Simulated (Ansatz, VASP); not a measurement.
**Ni: VASP beside Ansatz**

```
Ni
1.0
     0.00000    2.40300    2.40300
     2.40300    0.00000    2.40300
     2.40300    2.40300    0.00000
Ni
2
Direct
  0.00000 0.00000 0.00000
  0.50000 0.50000 0.50000
```

Alike in both runs: task single point; functional revPBE; k mesh 13 × 13 × 13; occupations fermi-dirac, width 0.05 eV; collinear spin.

```csv
,VASP,Ansatz
version,VASP 6.6.1,Ansatz 0.2.0
potentials or method,"VASP PAW PBE potentials, release 64 (Ni), cutoff 520 eV","plane waves (420 eV) with PAW, scalar-relativistic"
valence electrons in the cell,20,36
```

|  | VASP | Ansatz | Ansatz less VASP |
| --- | --- | --- | --- |
| pressure (GPa) | -7.0 | -7.0 | 0.00 |
| net moment per atom (μB) | 0.71 | 0.75 | +0.036 |
| size of the moment on the site where the two differ most (μB) | 0.72 | 0.77 | +0.052 |

VASP's potentials were made for PBE, not for revPBE. Site moments also hang on the region over which each program counts them. VASP's potentials hold 20 valence electrons a cell and Ansatz's 36, so a difference there can come from the potentials and not from the codes.
